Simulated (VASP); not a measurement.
The system is SrTe.

```
Sr Te
1.0
     0.00000    3.33599    3.33599
     3.33599    0.00000    3.33599
     3.33599    3.33599    0.00000
Sr Te
1 1
Direct
  0.00000 0.00000 0.00000
  0.50000 0.50000 0.50000
```

This cell differs from its parent crystal: strain -0.5%.

Base run:

* Program: VASP 6.6.1
* Functional: r2SCAN
* Potentials or basis: VASP PAW PBE potentials, release 64 (Sr_sv, Te)
* Cutoff: 550 eV
* k mesh: 6 × 6 × 6
* Occupations: gaussian, width 0.01 eV
* Spin: no spin polarisation

Its results: band gap on the k mesh 2.11 eV, indirect (least direct gap 2.86 eV); pressure 0.7 GPa.

Q: The run is repeated on the same cell with these changes: functional from r2SCAN to PBE; cutoff from 550 eV to 500 eV; k mesh from 6 × 6 × 6 to 4 × 4 × 4. What comes out?

A: Band gap on the k mesh 1.70 eV, indirect (least direct gap 2.44 eV); pressure 0.9 GPa.

Several settings changed at once, so the effect can't be laid on one alone.

Caveats: spin-orbit coupling is left out, which moves the levels of the heavy elements; the PAW data sets were made with another functional, which shifts forces and pressure a little (some runs).

A k mesh can miss the band edges.
